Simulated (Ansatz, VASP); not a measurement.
**Eu2BeAs2 in VASP and in Ansatz**

```
Eu Be As
1.0
     5.74504    0.00000    0.00000
     0.00000    5.74504    0.00000
     0.00000    0.00000    4.01771
Eu Be As
2 1 2
Direct
  0.00000 0.50000 0.50000
  0.50000 0.00000 0.50000
  0.50000 0.50000 0.00000
  0.50000 0.50000 0.50000
  0.00000 0.00000 0.00000
```

Alike in both runs: functional PBE; k mesh 4 × 4 × 4; occupations gaussian, width 0.1 eV; collinear spin.

Ansatz relaxed the structure, and its values are those at the end. VASP's run is a single point on that final structure, the one shown.

```csv
,VASP,Ansatz
version,VASP 6.6.1,Ansatz 0.2.0
potentials or method,"VASP PAW PBE potentials, release 64 (Eu, Be, As), cutoff 520 eV","scalar-relativistic, plane waves, PAW"
valence electrons in the cell,46,66
```

VASP gave:

```
gap on the k mesh at the Fermi level (eV)                     : none
pressure (GPa)                                                : 0.1
net moment per atom (μB)                                      : 2.80
size of the moment on the site where the two differ most (μB) : 6.58
```

Estimate Ansatz's values.

gap on the k mesh at the Fermi level (eV): none; pressure (GPa): 0.2; net moment per atom (μB): 2.80; size of the moment on the site where the two differ most (μB): 6.72.

Site moments also hang on the region over which each program counts them. A gap of «none» marks a metal or a gap that the smearing closes. VASP's potentials hold 46 valence electrons a cell and Ansatz's 66, so a difference there can come from the potentials and not from the codes.

The k mesh is coarse, so the values compare programs but aren't converged. Spin-orbit coupling is off throughout.
